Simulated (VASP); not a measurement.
Wanted: the native input for a VASP 6.6.1 run.

```
Task                   : single point
Functional             : r2SCAN
Potentials or basis    : VASP PAW PBE potentials, release 64 (Al)
Cutoff                 : 520 eV
k mesh                 : 22 × 22 × 22
Occupations            : gaussian, width 0.15 eV
Spin                   : no spin polarisation
Dipole correction      : no
Further INCAR settings : ALGO = Normal; EDIFF = 1e-06; NBANDS = 8
```

The system is Al.

```
Al
1.0
     0.00000    1.99133    2.09090
     1.99133    0.00000    2.09090
     1.99133    1.99133    0.00000
Al
1
Cartesian
  0.0000 0.0000 0.0000
```

This cell differs from its parent crystal: ratio of the length along z to the lengths across it x 1.05, volume and fractional coordinates fixed.

These files were run (other wordings do the same):

POSCAR

```
Al
1.0
    0.0000000000      1.9913294518      2.0908959244
    1.9913294518      0.0000000000      2.0908959244
    1.9913294518      1.9913294518      0.0000000000
Al
1
Direct
    0.0000000000      0.0000000000      0.0000000000
```

INCAR.step1

```
SYSTEM = Al
PREC     = Accurate       ! precision mode
ENCUT    = 520            ! plane-wave cutoff, eV
ISMEAR   = 0              ! smearing method
SIGMA    = 0.15           ! smearing width, eV
LREAL    = .False.        ! projectors in reciprocal space
LASPH    = .True.         ! aspherical terms in the spheres
NELM     = 60             ! most SCF steps
NBANDS   = 8              ! bands
GGA      = PE             ! functional
ALGO     = Normal         ! electronic algorithm
EDIFF    = 1E-4           ! SCF threshold, eV
LWAVE    = .True.         ! write WAVECAR
LCHARG   = .False.        ! write CHGCAR
```

INCAR.step2

```
SYSTEM = Al
PREC     = Accurate       ! precision mode
ENCUT    = 520            ! plane-wave cutoff, eV
EDIFF    = 1E-6           ! SCF threshold, eV
ISMEAR   = 0              ! smearing method
SIGMA    = 0.15           ! smearing width, eV
LREAL    = .False.        ! projectors in reciprocal space
LASPH    = .True.         ! aspherical terms in the spheres
NELM     = 60             ! most SCF steps
ALGO     = Normal         ! electronic algorithm
ISIF     = 2              ! what is computed and relaxed
LWAVE    = .False.        ! write WAVECAR
LCHARG   = .False.        ! write CHGCAR
METAGGA  = R2SCAN         ! meta-GGA
LMIXTAU  = .True.       
NBANDS   = 8              ! bands
ISTART   = 1
```

KPOINTS

```
Automatic mesh
0
Gamma
  22 22 22
  0 0 0
```

Potentials or basis: VASP PAW PBE potentials, release 64 (Al).

Run with:

```console
$ cat potpaw_PBE.64/Al/POTCAR > POTCAR
$ cp INCAR.step1 INCAR
$ mpirun -np 1 vasp_std > vasp.out
$ cp INCAR.step2 INCAR
$ mpirun -np 1 vasp_std > vasp.out
```

Results of the run:

The pressure is -3.5 GPa.

Caveat: the PAW data sets were made with another functional, which shifts forces and pressure a little.

It took 120 s on 1 thread of Intel(R) Xeon(R) 6975P-C (Granite Rapids) (shared host), peak memory 0.21 GiB.
